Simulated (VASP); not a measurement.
# BAs (P-6m2) in VASP: notebook

The runs below take BAs through single point, relaxation of cell and atoms, with r2SCAN.

Everything below comes from runs of VASP 6.6.1. Logs are shortened: lines on timing, memory, paths and dates and some standing lists are left out, and cuts for length are marked.

### 1 The cell of the first run

Symmetry: P-6m2, No. 187, hexagonal system. The conventional cell has a = 2.959 Å, b = 2.959 Å, c = 8.114 Å, α = 90.00°, β = 90.00°, γ = 120.00°. B (site symmetry -6m2) has 3 As at 1.71 Å within 2.3 Å. B (site symmetry -6m2) has 3 As at 1.71 Å within 2.3 Å. Within 2.3 Å of As (site symmetry -6m2) lie 3 B at 1.71 Å. As (site symmetry -6m2) has 3 B at 1.71 Å within 2.3 Å.

### 2 Single point, r2SCAN

The input, POSCAR:

```
BAs
1.0
    2.9589471098      0.0000000000      0.0000000000
   -1.4794735549      2.5625233656      0.0000000000
    0.0000000000      0.0000000000      8.1143261131
B As
2 2
Direct
    0.0000000000      0.0000000000      0.0000000000
    0.3333333333      0.6666666667      0.5000000000
    0.3333333333      0.6666666667      0.0000000000
    0.6666666667      0.3333333333      0.5000000000
```

The input, INCAR.step1:

```
SYSTEM = BAs
PREC = Accurate
ENCUT = 520
ISMEAR = 0
SIGMA = 0.1
LREAL = .FALSE.
LASPH = .TRUE.
NELM = 80
NBANDS = 16
GGA = PE
ALGO = Normal
EDIFF = 1E-4
LWAVE = .TRUE.
LCHARG = .FALSE.
```

The input, INCAR.step2:

```
SYSTEM = BAs
PREC = Accurate
ENCUT = 520
EDIFF = 1E-6
ISMEAR = 0
SIGMA = 0.1
LREAL = .FALSE.
LASPH = .TRUE.
NELM = 80
ALGO = Normal
ISIF = 2
LWAVE = .FALSE.
LCHARG = .FALSE.
METAGGA = R2SCAN
LMIXTAU = .TRUE.
NBANDS = 16
ISTART = 1
```

The input, KPOINTS:

```
Automatic mesh
0
G
  9 9 2
  0 0 0
```

Potentials or basis: VASP PAW PBE potentials, release 64 (B, As).

Started as:

```console
cat potpaw_PBE.64/B/POTCAR potpaw_PBE.64/As/POTCAR > POTCAR
cp INCAR.step1 INCAR
mpirun -np 1 vasp_std > vasp.out
cp INCAR.step2 INCAR
mpirun -np 1 vasp_std > vasp.out
```

OUTCAR:

```text
SYSTEM = BAs
   PREC = Accurate
   ENCUT = 520
   EDIFF = 1E-6
   ISMEAR = 0
   LREAL = .FALSE.
   LASPH = .TRUE.
   NELM = 80
   ISIF = 2
   METAGGA = R2SCAN
   ISTART = 1

 ion  position               nearest neighbor table
   1  0.000  0.000  0.000-   3 1.71   3 1.71   3 1.71
   2  0.333  0.667  0.500-   4 1.71   4 1.71   4 1.71
   3  0.333  0.667  0.000-   1 1.71   1 1.71   1 1.71
   4  0.667  0.333  0.500-   2 1.71   2 1.71   2 1.71

  LATTYP: Found a hexagonal cell.
 ALAT       =     2.9589471098
 C/A-ratio  =     2.7423018432

  Lattice vectors:

 A1 = (   2.9589471098,   0.0000000000,   0.0000000000)
 A2 = (  -1.4794735549,   2.5625233656,   0.0000000000)
 A3 = (   0.0000000000,   0.0000000000,   8.1143261131)

Analysis of symmetry for initial positions (statically):
=====================================================================
 Subroutine PRICEL returns:
 Original cell was already a primitive cell.

 Routine SETGRP: Setting up the symmetry group for a
 hexagonal supercell.

 Subroutine GETGRP returns: Found 12 space group operations
 (whereof 12 operations were pure point group operations)
 out of a pool of 24 trial point group operations.

The static configuration has the point symmetry D_3h.

Analysis of symmetry for dynamics (positions and initial velocities):
=====================================================================
 Subroutine PRICEL returns:
 Original cell was already a primitive cell.

 Routine SETGRP: Setting up the symmetry group for a
 hexagonal supercell.

 Subroutine GETGRP returns: Found 12 space group operations
 (whereof 12 operations were pure point group operations)
 out of a pool of 24 trial point group operations.

The dynamic configuration has the point symmetry D_3h.

 Subroutine INISYM returns: Found 12 space group operations
 (whereof 12 operations are pure point group operations),
 and found     1 'primitive' translations

----------------------------------------------------------------------------------------

                                     Primitive cell

  volume of cell :      61.5258

  direct lattice vectors                    reciprocal lattice vectors
     2.958947110  0.000000000  0.000000000     0.337958052  0.195120172  0.000000000
    -1.479473555  2.562523366  0.000000000     0.000000000  0.390240344  0.000000000
     0.000000000  0.000000000  8.114326113     0.000000000  0.000000000  0.123238823

  length of vectors
     2.958947110  2.958947110  8.114326113     0.390240344  0.390240344  0.123238823

  position of ions in fractional coordinates (direct lattice)
     0.000000000  0.000000000  0.000000000
     0.333333333  0.666666667  0.500000000
     0.333333333  0.666666667  0.000000000
     0.666666667  0.333333333  0.500000000

  ion indices of the primitive-cell ions
   primitive index   ion index
                 1           1
                 2           2
                 3           3
                 4           4

----------------------------------------------------------------------------------------

 KPOINTS: Automatic mesh

Automatic generation of k-mesh.
 Grid dimensions read from file:
 generate k-points for:    9    9    2

 Generating k-lattice:

  Cartesian coordinates                     Fractional coordinates (reciprocal lattice)
     0.037550895  0.021680019  0.000000000     0.111111111  0.000000000  0.000000000
     0.000000000  0.043360038  0.000000000     0.000000000  0.111111111  0.000000000
     0.000000000  0.000000000  0.061619412     0.000000000  0.000000000  0.500000000

  Length of vectors
     0.043360038  0.043360038  0.061619412

  Shift w.r.t. Gamma in fractional coordinates (k-lattice)
     0.000000000  0.000000000  0.000000000

 Subroutine IBZKPT returns following result:
 ===========================================

 Found     24 irreducible k-points:

 Following reciprocal coordinates:
            Coordinates               Weight
  0.000000  0.000000  0.000000      1.000000
  0.111111  0.000000  0.000000      6.000000
  0.222222 -0.000000  0.000000      6.000000
  0.333333  0.000000  0.000000      6.000000
  0.444444 -0.000000  0.000000      6.000000
  0.111111  0.111111  0.000000      6.000000
[... 16 lines left out ...]
  0.333333  0.222222  0.500000     12.000000
  0.333333  0.333333  0.500000      2.000000
   k-points           NKPTS =     24   k-points in BZ     NKDIM =     24   number of bands    NBANDS=     16
   number of dos      NEDOS =    301   number of ions     NIONS =      4
   total plane-waves  NPLWV =  34560
   dimension x,y,z NGX =    24 NGY =   24 NGZ =   60
   dimension x,y,z NGXF=    48 NGYF=   48 NGZF=  120
   ions per type =               2   2
   NGX,Y,Z   is equivalent  to a cutoff of  13.48, 13.48, 12.29 a.u.
   NGXF,Y,Z  is equivalent  to a cutoff of  26.97, 26.97, 24.59 a.u.
 SYSTEM =  BAs
   PREC   = accura    normal or accurate (medium, high low for compatibility)
   ISTART =      1    job   : 0-new  1-cont  2-samecut
   ICHARG =      0    charge: 1-file 2-atom 10-const
   ISPIN  =      1    spin polarized calculation?
   LNONCOLLINEAR =      F non collinear calculations
   LSORBIT =      F    spin-orbit coupling
   LASPH  =      T    aspherical Exc in radial PAW
   ENCUT  =  520.0 eV  38.22 Ry    6.18 a.u.   5.50  5.50 15.09*2*pi/ulx,y,z
   NELM   =     80;   NELMIN=  2; NELMDL=  0     # of ELM steps
   EDIFF  = 0.1E-05   stopping-criterion for ELM
   LREAL  =      F    real-space projection
   EDIFFG = 0.1E-04   stopping-criterion for IOM
   NSW    =      0    number of steps for IOM
   IBRION =     -1    ionic relax: 0-MD 1-quasi-New 2-CG
   NFREE  =      0    steps in history (QN), initial steepest desc. (CG)
   ISIF   =      2    stress and relaxation
   ISYM   =      2    0-nonsym 1-usesym 2-fastsym
   POTIM  = 0.5000    time-step for ionic-motion
   TEBEG  =    0.0;   TEEND  =   0.0 temperature during run
   PSTRESS=    0.0 pullay stress
   NELECT =      16.0000    total number of electrons
   NUPDOWN=      -1.0000    fix difference up-down
   EMIN   =  10.00;   EMAX   =-10.00  energy-range for DOS
   EFERMI =   0.00;   METHOD = LEGACY
   ISMEAR =     0;   SIGMA  =   0.10  broadening in eV -4-tet -1-fermi 0-gaus
   EFERMI_NEDOS =   21; number of points for ismear=-14 and -15
   IALGO  =     38    algorithm
   IMIX   =      4    mixing-type and parameters
     AMIX     =   0.40;   BMIX     =  1.00
     AMIX_MAG =   1.60;   BMIX_MAG =  1.00
  volume/ion in A,a.u.               =      15.38       103.80
  Fermi-wavevector in a.u.,A,eV,Ry     =   1.044950  1.974670 14.856491  1.091921
  Thomas-Fermi vector in A             =   2.179725
   LORBIT       =      0    0 simple, 1 ext, 2 COOP (PROOUT), +10 PAW based schemes
   METAGGA = R2SCAN    functional components
   LHFCALC =     F    Hartree Fock is set to
   AEXX    =    0.0000 exact exchange contribution
   IVDW    =     0    specifies the selected vdW correction
   LEPSILON=     F    determine dielectric tensor
   LRPA    =     F    only Hartree local field effects (RPA)
 non-spin polarized calculation
 Gauss-broadening in eV      SIGMA  =   0.10
  energy-cutoff  :      520.00
  volume of cell :       61.53
 maximum number of plane-waves:      1699
 NGX is ok and might be reduce to    24
   NGX = 11   NGY = 11   NGZ = 31

 number of electron      16.0000001 magnetization

 Free energy of the ion-electron system (eV)
  ---------------------------------------------------
  ext. energy  EPLUGINS =         0.00000000
  ---------------------------------------------------
  free energy    TOTEN  =       -38.36306700 eV

  energy without entropy =      -38.36297057  energy(sigma->0) =      -38.36301879

 E-fermi :   4.4454     XC(G=0):  -9.8756

 val. band max:        4.2757927123   @ k =   0.3333   0.3333   0.5000
 cond. band min:       4.6152028929   @ k =   0.3333   0.3333   0.0000
 fundamental gap:      0.3394101806
 Fermi energy:         4.4453688897

 k-point     1 :       0.0000    0.0000    0.0000
  band No.  band energies     occupation
      1     -12.8280      2.00000
      2     -12.6406      2.00000
      3      -2.6829      2.00000
      4      -1.1440      2.00000
      5       3.2393      2.00000
      6       3.2393      2.00000
[... 8 lines left out ...]
     15      13.8004      0.00000
     16      14.5549      0.00000

 k-point     2 :       0.1111    0.0000    0.0000
  band No.  band energies     occupation
      1     -12.5800      2.00000
      2     -12.3944      2.00000
      3      -2.3952      2.00000
      4      -0.8622      2.00000
      5       1.9904      2.00000
      6       2.0743      2.00000
[... 8 lines left out ...]
     15      14.3610      0.00000
     16      14.5275      0.00000

 k-point     3 :       0.2222   -0.0000    0.0000
  band No.  band energies     occupation
      1     -11.8428      2.00000
      2     -11.6627      2.00000
      3      -1.5416      2.00000
      4      -0.6550      2.00000
      5      -0.5454      2.00000
      6      -0.0326      2.00000
[... 8 lines left out ...]
     15      14.7806      0.00000
     16      14.8811      0.00000

 k-point     4 :       0.3333    0.0000    0.0000
  band No.  band energies     occupation
      1     -10.6501      2.00000
      2     -10.4812      2.00000
      3      -3.4648      2.00000
      4      -3.3364      2.00000
      5      -0.1633      2.00000
      6       0.5012      2.00000
[... 8 lines left out ...]
     15      15.4593      0.00000
     16      17.0987      0.00000

 k-point     5 :       0.4444   -0.0000    0.0000
  band No.  band energies     occupation
      1      -9.2104      2.00000
      2      -9.0757      2.00000
      3      -5.7610      2.00000
      4      -5.6395      2.00000
      5      -0.0285      2.00000
      6       0.0603      2.00000
[... 8 lines left out ...]
     15      15.6078      0.00000
     16      16.2375      0.00000

 k-point     6 :       0.1111    0.1111    0.0000
  band No.  band energies     occupation
      1     -12.0872      2.00000
      2     -11.9052      2.00000
      3      -1.8242      2.00000
      4      -0.3057      2.00000
      5       0.3796      2.00000
      6       0.4589      2.00000
[... 8 lines left out ...]
     15      13.1105      0.00000
     16      14.4037      0.00000
[... 267 lines left out ...]
 k-point    21 :       0.4444    0.1111    0.5000
  band No.  band energies     occupation
      1      -8.6689      2.00000
      2      -8.5937      2.00000
      3      -6.0464      2.00000
      4      -5.9782      2.00000
      5      -1.0554      2.00000
      6      -0.9862      2.00000
[... 8 lines left out ...]
     15      14.1817      0.00000
     16      15.0445      0.00000

 k-point    22 :       0.2222    0.2222    0.5000
  band No.  band energies     occupation
      1      -9.9177      2.00000
      2      -9.8441      2.00000
      3      -3.5067      2.00000
      4      -3.4376      2.00000
      5      -1.9007      2.00000
      6      -1.8309      2.00000
[... 8 lines left out ...]
     15      13.5206      0.00000
     16      13.8913      0.00000

 k-point    23 :       0.3333    0.2222    0.5000
  band No.  band energies     occupation
      1      -8.5815      2.00000
      2      -8.5067      2.00000
      3      -5.1942      2.00000
      4      -5.1260      2.00000
      5      -2.8375      2.00000
      6      -2.7676      2.00000
[... 8 lines left out ...]
     15      14.2201      0.00000
     16      14.5466      0.00000

 k-point    24 :       0.3333    0.3333    0.5000
  band No.  band energies     occupation
      1      -7.9179      2.00000
      2      -7.8417      2.00000
      3      -5.1445      2.00000
      4      -5.0791      2.00000
      5      -4.1400      2.00000
      6      -4.0684      2.00000
[... 8 lines left out ...]
     15      15.0948      0.00000
     16      15.2211      0.00000

------------------------ aborting loop because EDIFF is reached ----------------------------------------

  FORCE on cell =-STRESS in cart. coord.  units (eV):
  Direction    XX          YY          ZZ          XY          YZ          ZX
  --------------------------------------------------------------------------------------
  -------------------------------------------------------------------------------------
  Total       39.3785781     39.3785781     -0.2211590      0.0000000     -0.0000000      0.0000000
  in kB     1025.4467628   1025.4467629     -5.7591398      0.0000000     -0.0000000      0.0000000
  external PRESSURE =     681.7114620 kB  Pullay stress =       0.0000000 kB

 VOLUME and BASIS-vectors are now :
 -----------------------------------------------------------------------------
  energy-cutoff  :      520.00
  volume of cell :       61.53
      direct lattice vectors                 reciprocal lattice vectors
     2.958947110  0.000000000  0.000000000     0.337958052  0.195120172  0.000000000
    -1.479473555  2.562523366  0.000000000     0.000000000  0.390240344  0.000000000
     0.000000000  0.000000000  8.114326113     0.000000000  0.000000000  0.123238823

 POSITION                                       TOTAL-FORCE (eV/Angst)
 -----------------------------------------------------------------------------------
      0.00000      0.00000      0.00000        -0.000000      0.000000      0.000000
     -0.00000      1.70835      4.05716         0.000000      0.000000      0.000000
     -0.00000      1.70835      0.00000        -0.000000      0.000000      0.000000
      1.47947      0.85417      4.05716        -0.000000     -0.000000      0.000000
 -----------------------------------------------------------------------------------
    total drift:                               -0.000001      0.000000     -0.000000

  FREE ENERGIE OF THE ION-ELECTRON SYSTEM (eV)
  ---------------------------------------------------
  free  energy   TOTEN  =       -38.3630670048 eV

  energy  without entropy=      -38.3629705704  energy(sigma->0) =      -38.36301879
```

Wall time 79 s (1 thread of AMD EPYC 7R13 (Zen 3), shared host); peak memory 0.16 GiB.

What came out:

```yaml
Free_energy: -38.3631 eV
Pressure: 68.2 GPa
Band_gap_on_the_k_mesh: 0.34 eV, indirect (least direct gap 0.38 eV)
```

Levels at points of the mesh, in eV from the valence-band top:
```tsv
k point	band 5	band 6	band 7	band 8	band 9	band 10	band 11	band 12
(0.00, 0.00, 0.00)	-1.04	-1.04	-0.97	-0.97	2.58	6.73	6.73	6.83
(0.00, 0.00, 0.50)	-1.03	-1.03	-0.97	-0.97	4.81	4.81	6.74	6.74
```

Caveat: the PAW data sets were made with another functional, which shifts forces and pressure a little.

### 3 Single point, r2SCAN

This run uses another cell than the first one, of 19.61 Å³/atom, 1.275 times its volume.

The input, POSCAR:

```
BAs
1.0
    3.3660385536      0.0000000000      0.0000000000
   -1.6830192768      2.9150748975      0.0000000000
    0.0000000000      0.0000000000      7.9946505516
B As
2 2
Direct
    0.0000000000      0.0000000000      0.0000000000
    0.3333333333      0.6666666667      0.5000000000
    0.3333333333      0.6666666667      0.0000000000
    0.6666666667      0.3333333333      0.5000000000
```

The input, INCAR.step1:

```
SYSTEM = BAs
PREC = Accurate ; ENCUT = 520
ISMEAR = 0 ; SIGMA = 0.02
LREAL = .FALSE. ; LASPH = .TRUE.
NELM = 60 ; NBANDS = 16
GGA = PE ; ALGO = Normal
EDIFF = 1E-4 ; LWAVE = .TRUE.
LCHARG = .FALSE.
```

The input, INCAR.step2:

```
SYSTEM = BAs
PREC = Accurate ; ENCUT = 520
EDIFF = 1E-6 ; ISMEAR = 0
SIGMA = 0.02 ; LREAL = .FALSE.
LASPH = .TRUE. ; NELM = 60
ALGO = Normal ; ISIF = 2
LWAVE = .FALSE. ; LCHARG = .TRUE.
METAGGA = R2SCAN ; LMIXTAU = .TRUE.
LELF = .TRUE. ; LVHAR = .TRUE.
NBANDS = 16 ; ISTART = 1
```

The input, KPOINTS:

```
regular mesh
0
G
  9 9 4
  0 0 0
```

Potentials or basis: VASP PAW PBE potentials, release 64 (B, As).

Started as:

```console
cat potpaw_PBE.64/B/POTCAR potpaw_PBE.64/As/POTCAR > POTCAR
cp INCAR.step1 INCAR
mpirun -np 1 vasp_std > vasp.out
cp INCAR.step2 INCAR
mpirun -np 1 vasp_std > vasp.out
```

Wall time 2.7 min (1 thread of AMD EPYC 7R13 (Zen 3), shared host); peak memory 0.2 GiB.

Results (log left out):

```
Free energy            : -42.9369 eV
Pressure               : 0.3 GPa
Band gap on the k mesh : 0.82 eV, indirect (least direct gap 0.89 eV)
```

Stress tensor (GPa, compression positive):
```
 0.39  0.00  0.00
 0.00  0.39  0.00
 0.00  0.00 -0.02
```

Levels at points of the mesh, in eV from the valence-band top:
```csv
k point,band 4,band 5,band 6,band 7,band 8,band 9,band 10,band 11,band 12,band 13
"(0.00, 0.00, 0.00)",-3.13,-1.61,-1.61,-1.53,-1.53,3.90,4.29,4.61,5.10,5.10
"(0.00, 0.00, 0.50)",-4.18,-1.61,-1.61,-1.53,-1.53,4.33,4.40,5.12,5.12,5.20
```

Caveat: the PAW data sets were made with another functional, which shifts forces and pressure a little.

(Part 1 of 2 ends here.)
